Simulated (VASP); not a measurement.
Runs of VASP 6.6.1 on Rh. Symmetry: Fm-3m, No. 225, cubic system. The conventional cell has a = 3.830 Å, b = 3.830 Å, c = 3.830 Å, α = 90.00°, β = 90.00°, γ = 90.00°. Within 3.6 Å of Rh (site symmetry m-3m) lie 12 Rh at 2.71 Å. 

```csv
k mesh,cutoff (eV),smearing,gap on the mesh (eV),pressure (GPa)
14 × 14 × 14,500,fermi-dirac 0.05 eV,none,0.2
14 × 14 × 14,520,fermi-dirac 0.05 eV,none,(a)
14 × 14 × 14,500,fermi-dirac 0.1 eV,none,0.5
7 × 7 × 7,500,fermi-dirac 0.05 eV,none,-1.1
```

Alike in all rows: task single point; level PBE; potentials or basis VASP PAW PBE potentials, release 64 (Rh_pv); no spin polarisation; cell as given.

Q: Estimate the missing entries.

A: (a) 0.1.

Caveats: some runs use coarse meshes.

A k mesh can miss the band edges, and the runs leave out spin-orbit coupling on Rh.

A gap of «none» marks levels without a gap at the run's occupations.
